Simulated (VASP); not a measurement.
# BPb (Fm-3m) in VASP: a series of runs

The runs below take BPb through single point, relaxation of cell and atoms, with PBE.

Everything below comes from runs of VASP 6.6.1. Logs are shortened: lines on timing, memory, paths and dates and some standing lists are left out, and cuts for length are marked.

## Step 1: The cell of the first run

The structure is cubic, space group Fm-3m (No. 225). The conventional cell has a = 5.255 Å, b = 5.255 Å, c = 5.255 Å, α = 90.00°, β = 90.00°, γ = 90.00°. B (site symmetry m-3m) has 6 Pb at 2.63 Å within 3.5 Å. Within 3.5 Å of Pb (site symmetry m-3m) lie 6 B at 2.63 Å.

## Step 2: Single point, PBE

INCAR

```
ALGO     = Normal         # electronic algorithm
EDIFF    = 1E-6           # SCF threshold, eV
ENCUT    = 520            # plane-wave cutoff, eV
GGA      = PE             # functional
ISIF     = 2              # what is computed and relaxed
ISMEAR   = 0              # smearing method
LASPH    = True           # aspherical terms in the spheres
LCHARG   = False          # write CHGCAR
LREAL    = False          # projectors in reciprocal space
LWAVE    = False          # write WAVECAR
NBANDS   = 16             # bands
NELM     = 100            # most SCF steps
PREC     = Accurate       # precision mode
SIGMA    = 0.1            # smearing width, eV
```

KPOINTS

```
k-points
0
Gamma
  18 18 18
```

POSCAR

```
BPb
1.0
    0.0000000000      2.6273294573      2.6273294573
    2.6273294573      0.0000000000      2.6273294573
    2.6273294573      2.6273294573      0.0000000000
B Pb
1 1
Direct
    0.0000000000      0.0000000000      0.0000000000
    0.5000000000      0.5000000000      0.5000000000
```

Potentials or basis: VASP PAW PBE potentials, release 64 (B, Pb_d).

Launch:

```
> cat potpaw_PBE.64/B/POTCAR potpaw_PBE.64/Pb_d/POTCAR > POTCAR
> mpirun -np 1 vasp_std > vasp.out
```

OUTCAR:

```text
EDIFF = 1E-6
   ENCUT = 520
   GGA = PE
   ISIF = 2
   ISMEAR = 0
   LASPH = True
   LREAL = False
   NELM = 100
   PREC = Accurate

 ion  position               nearest neighbor table
   1  0.000  0.000  0.000-   2 2.63   2 2.63   2 2.63   2 2.63   2 2.63   2 2.63
   2  0.500  0.500  0.500-   1 2.63   1 2.63   1 2.63   1 2.63   1 2.63   1 2.63

  LATTYP: Found a face centered cubic cell.
 ALAT       =     5.2546589146

  Lattice vectors:

 A1 = (   0.0000000000,   2.6273294573,   2.6273294573)
 A2 = (   2.6273294573,   0.0000000000,   2.6273294573)
 A3 = (   2.6273294573,   2.6273294573,   0.0000000000)

Analysis of symmetry for initial positions (statically):
=====================================================================
 Subroutine PRICEL returns:
 Original cell was already a primitive cell.

 Routine SETGRP: Setting up the symmetry group for a
 face centered cubic supercell.

 Subroutine GETGRP returns: Found 48 space group operations
 (whereof 48 operations were pure point group operations)
 out of a pool of 48 trial point group operations.

The static configuration has the point symmetry O_h .

Analysis of symmetry for dynamics (positions and initial velocities):
=====================================================================
 Subroutine PRICEL returns:
 Original cell was already a primitive cell.

 Routine SETGRP: Setting up the symmetry group for a
 face centered cubic supercell.

 Subroutine GETGRP returns: Found 48 space group operations
 (whereof 48 operations were pure point group operations)
 out of a pool of 48 trial point group operations.

The dynamic configuration has the point symmetry O_h .

 Subroutine INISYM returns: Found 48 space group operations
 (whereof 48 operations are pure point group operations),
 and found     1 'primitive' translations

----------------------------------------------------------------------------------------

                                     Primitive cell

  volume of cell :      36.2722

  direct lattice vectors                    reciprocal lattice vectors
     0.000000000  2.627329457  2.627329457    -0.190307309  0.190307309  0.190307309
     2.627329457  0.000000000  2.627329457     0.190307309 -0.190307309  0.190307309
     2.627329457  2.627329457  0.000000000     0.190307309  0.190307309 -0.190307309

  length of vectors
     3.715604951  3.715604951  3.715604951     0.329621929  0.329621929  0.329621929

  position of ions in fractional coordinates (direct lattice)
[... 79 lines left out ...]
   EDIFF  = 0.1E-05   stopping-criterion for ELM
   LREAL  =      F    real-space projection
   EDIFFG = 0.1E-04   stopping-criterion for IOM
   NSW    =      0    number of steps for IOM
   IBRION =     -1    ionic relax: 0-MD 1-quasi-New 2-CG
   NFREE  =      0    steps in history (QN), initial steepest desc. (CG)
   ISIF   =      2    stress and relaxation
   ISYM   =      2    0-nonsym 1-usesym 2-fastsym
   POTIM  = 0.5000    time-step for ionic-motion
   TEBEG  =    0.0;   TEEND  =   0.0 temperature during run
   PSTRESS=    0.0 pullay stress
   NELECT =      17.0000    total number of electrons
   NUPDOWN=      -1.0000    fix difference up-down
   EMIN   =  10.00;   EMAX   =-10.00  energy-range for DOS
   EFERMI =   0.00;   METHOD = LEGACY
   ISMEAR =     0;   SIGMA  =   0.10  broadening in eV -4-tet -1-fermi 0-gaus
   EFERMI_NEDOS =   21; number of points for ismear=-14 and -15
   IALGO  =     38    algorithm
   IMIX   =      4    mixing-type and parameters
     AMIX     =   0.40;   BMIX     =  1.00
     AMIX_MAG =   1.60;   BMIX_MAG =  1.00
  volume/ion in A,a.u.               =      18.14       122.39
  Fermi-wavevector in a.u.,A,eV,Ry     =   1.271647  2.403065 22.001795  1.617086
  Thomas-Fermi vector in A             =   2.404569
   LORBIT       =      0    0 simple, 1 ext, 2 COOP (PROOUT), +10 PAW based schemes
   GGA     = PE    functional components
   LHFCALC =     F    Hartree Fock is set to
   AEXX    =    0.0000 exact exchange contribution
   IVDW    =     0    specifies the selected vdW correction
   LEPSILON=     F    determine dielectric tensor
   LRPA    =     F    only Hartree local field effects (RPA)
 non-spin polarized calculation
 Gauss-broadening in eV      SIGMA  =   0.10
  energy-cutoff  :      520.00
  volume of cell :       36.27
 maximum number of plane-waves:      1002
   NGX = 13   NGY = 13   NGZ = 13

 number of electron      17.0000002 magnetization

 Free energy of the ion-electron system (eV)
  ---------------------------------------------------
  ext. energy  EPLUGINS =         0.00000000
  ---------------------------------------------------
  free energy    TOTEN  =        -7.63224456 eV

  energy without entropy =       -7.62784179  energy(sigma->0) =       -7.63004317

 E-fermi :   7.2326     XC(G=0): -10.8260

 val. band max:        7.2181424693   @ k =   0.4444   0.2778   0.0000
 cond. band min:       7.2492153670   @ k =   0.2222   0.1111   0.0556
 fundamental gap:      0.0310728977
 Fermi energy:         7.2326229185

 k-point     1 :       0.0000    0.0000    0.0000
  band No.  band energies     occupation
      1      -9.4391      2.00000
      2      -9.4391      2.00000
      3      -9.4391      2.00000
      4      -9.3979      2.00000
      5      -9.3979      2.00000
      6      -5.2862      2.00000
[... 433 lines left out ...]
      3      -9.4424      2.00000
      4      -9.3717      2.00000
      5      -9.3481      2.00000
      6      -4.2834      2.00000
[... 8 lines left out ...]
     15      18.0544      0.00000
     16      19.2721      0.00000

 [... further k-points ...]

------------------------ aborting loop because EDIFF is reached ----------------------------------------

  FORCE on cell =-STRESS in cart. coord.  units (eV):
  Direction    XX          YY          ZZ          XY          YZ          ZX
  --------------------------------------------------------------------------------------
  -------------------------------------------------------------------------------------
  Total       -0.0303239     -0.0303239     -0.0303239      0.0000000     -0.0000000     -0.0000000
  in kB       -1.3394380     -1.3394380     -1.3394380      0.0000000     -0.0000000     -0.0000000
  external PRESSURE =      -1.3394380 kB  Pullay stress =       0.0000000 kB

 VOLUME and BASIS-vectors are now :
 -----------------------------------------------------------------------------
  energy-cutoff  :      520.00
  volume of cell :       36.27
      direct lattice vectors                 reciprocal lattice vectors
     0.000000000  2.627329457  2.627329457    -0.190307309  0.190307309  0.190307309
     2.627329457  0.000000000  2.627329457     0.190307309 -0.190307309  0.190307309
     2.627329457  2.627329457  0.000000000     0.190307309  0.190307309 -0.190307309

 POSITION                                       TOTAL-FORCE (eV/Angst)
 -----------------------------------------------------------------------------------
      0.00000      0.00000      0.00000        -0.000000     -0.000000     -0.000000
      2.62733      2.62733      2.62733         0.000000      0.000000      0.000000
 -----------------------------------------------------------------------------------
    total drift:                                0.000000      0.000000      0.000000

  FREE ENERGIE OF THE ION-ELECTRON SYSTEM (eV)
  ---------------------------------------------------
  free  energy   TOTEN  =        -7.6322445555 eV

  energy  without entropy=       -7.6278417939  energy(sigma->0) =       -7.63004317
```

stdout:

```text
POSCAR found type information on POSCAR B Pb
 POSCAR found :  2 types and       2 ions
 scaLAPACK will be used
 LDA part: xc-table for (Slater+PW92), standard interpolation
 POSCAR, INCAR and KPOINTS ok, starting setup
 FFT: planning ... GRIDC
 FFT: planning ... GRID_SOFT
 FFT: planning ... GRID
 WAVECAR not read
 entering main loop
```

It took 90 s on 1 thread of Intel Xeon 6975P-C (Granite Rapids), shared host; peak memory 0.24 GiB.

What came out:

| Property | Result |
| --- | --- |
| Free energy | -7.6322 eV |
| Pressure | -0.1 GPa |
| Band gap on the k mesh | zero (an odd number of electrons rules out a gap without spin polarisation) |

Caveat: spin-orbit coupling is left out, which moves the levels of the heavy elements; an odd number of electrons without spin polarisation forces a metal; a magnetic or distorted state may lie lower.

## Step 3: Relaxation of cell and atoms, PBE

This run uses another cell than the first one, of 18.95 Å³/atom.

INCAR

```
  ALGO = Normal
  EDIFF = 1E-6
  EDIFFG = -0.01
  ENCUT = 600
  GGA = PE
  IBRION = 2
  ISIF = 3
  ISMEAR = 0
  LASPH = T
  LCHARG = F
  LREAL = F
  LWAVE = F
  NELM = 60
  NSW = 100
  PREC = Accurate
  SIGMA = 0.1
```

KPOINTS is that of step 2.

POSCAR

```
BPb
1.0
    0.0000000000      2.6661208989      2.6661208989
    2.6661208989      0.0000000000      2.6661208989
    2.6661208989      2.6661208989      0.0000000000
B Pb
1 1
Direct
    0.0000000000      0.0000000000      0.0000000000
    0.5000000000      0.5000000000      0.5000000000
```

Potentials or basis: VASP PAW PBE potentials, release 64 (B, Pb_d).

Launch:

```
> cat potpaw_PBE.64/B/POTCAR potpaw_PBE.64/Pb_d/POTCAR > POTCAR
> mpirun -np 1 vasp_std > vasp.out
```

Run time: 3.3 min. Hardware: 1 thread of Intel Xeon 6975P-C (Granite Rapids), shared host; peak memory 0.27 GiB.

It converged, with:

| Property | Result |
| --- | --- |
| Free energy | -7.6329 eV |
| Relaxed volume | 18.14 Å³/atom |
| Relaxed cell | a = 3.716 Å, b = 3.716 Å, c = 3.716 Å, α = 60.00°, β = 60.00°, γ = 60.00° |
| Space group after relaxing (to 0.1 Å) | Fm-3m (No. 225) |
| Energy gained by relaxing | 7.3 meV/atom |
| Ionic steps | 3 |
| Pressure after relaxing | 0.0 GPa |
| Band gap on the k mesh | zero (an odd number of electrons rules out a gap without spin polarisation) |

The path:
```csv
step,energy change (eV),largest force (eV/Å),pressure (GPa),volume (Å³)
1,0.0000,0.0000,-2.73,37.90
2,-0.0144,0.0000,0.22,36.16
3,-0.0145,0.0000,-0.01,36.27
```

Final structure:
```
CELL_PARAMETERS angstrom
0.00000 2.62736 2.62736
2.62736 0.00000 2.62736
2.62736 2.62736 0.00000
ATOMIC_POSITIONS crystal
B 0.00000 0.00000 0.00000
Pb 0.50000 0.50000 0.50000
```

Levels at points of the mesh, in eV from the Fermi level:
```tsv
k point	band 5	band 6	band 7	band 8	band 9	band 10	band 11	band 12
(0.00, 0.00, 0.00)	-16.63	-12.52	0.67	0.67	0.67	1.68	8.61	8.61
(0.50, 0.00, 0.00)	-16.52	-8.97	-7.65	1.64	1.64	3.70	3.84	3.84
(0.50, 0.50, 0.00)	-16.47	-7.93	-5.15	-2.87	-1.91	-1.91	5.24	9.80
```

Caveat: spin-orbit coupling is left out, which moves the levels of the heavy elements; an odd number of electrons without spin polarisation forces a metal; a magnetic or distorted state may lie lower.

The gap in the log of VASP goes by the Fermi energy; the results here count the filled bands.